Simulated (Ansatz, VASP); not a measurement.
**Two plane-wave programs on Rh**

Contents of POSCAR:

```
Rh
1.0
    0.0000000000      1.9300732500      1.8730267500
    1.9300732500      0.0000000000      1.8730267500
    1.9300732500      1.9300732500      0.0000000000
Rh
1
Direct
    0.0000000000      0.0000000000      0.0000000000
```

The input INCAR.step1:

```
  PREC = Accurate
  ENCUT = 520
  ISMEAR = 0
  SIGMA = 0.15
  LREAL = False
  LASPH = True
  NELM = 80
  NBANDS = 14
  GGA = PE
  ALGO = Normal
  EDIFF = 1E-4
  LWAVE = True
  LCHARG = False
```

Contents of INCAR.step2:

```
  PREC = Accurate
  ENCUT = 520
  EDIFF = 1E-6
  ISMEAR = 0
  SIGMA = 0.15
  LREAL = False
  LASPH = True
  NELM = 80
  ALGO = Normal
  ISIF = 2
  LWAVE = False
  LCHARG = False
  METAGGA = R2SCAN
  LMIXTAU = True
  NBANDS = 14
  ISTART = 1
```

The input KPOINTS:

```
regular mesh
0
Gamma
  22 22 22
```

Input for Ansatz:

```yaml
crystal:
  lattice:
    - [0.0, 1.93007325, 1.87302675]
    - [1.93007325, 0.0, 1.87302675]
    - [1.93007325, 1.93007325, 0.0]
  atoms:
    - { symbol: Rh, position: [0.0, 0.0, 0.0] }
basis:
  ecutwfc: 500
kpoints:
  mp_grid: { grid: [22, 22, 22] }
hamiltonian:
  xc: r2scan
scf:
  occupations: { method: gaussian, width: 0.15 }
output:
  forces: true
  stress: true
  eigenvalues: true
```

Change from the starting cell: strain +0.015 along x and y, -0.015 along z, atoms carried along.

Alike in both runs: task single point; functional r2SCAN; k mesh 22 × 22 × 22; occupations gaussian, width 0.15 eV; no spin polarisation.

|  | VASP | Ansatz |
| --- | --- | --- |
| version | VASP 6.6.1 | Ansatz 0.2.0 |
| potentials or method | VASP PAW PBE potentials, release 64 (Rh_pv), cutoff 520 eV | scalar-relativistic, plane waves, PAW |
| valence electrons in the cell | 15 | 17 |

Ansatz gave:

| Quantity | Value |
| --- | --- |
| gap on the k mesh at the Fermi level (eV) | none |
| pressure (GPa) | -4.4 |
| traceless stress, the component that is largest in VASP (GPa) | 4.55 |

Task: Which values does VASP return?

Result: gap on the k mesh at the Fermi level (eV): none; pressure (GPa): -3.3; traceless stress, the component that is largest in VASP (GPa): 4.57.

VASP's potentials were made for PBE, not for r2SCAN. A gap of «none» marks a metal or a gap that the smearing closes. VASP's potentials hold 15 valence electrons a cell and Ansatz's 17, so a difference there can come from the potentials and not from the codes.
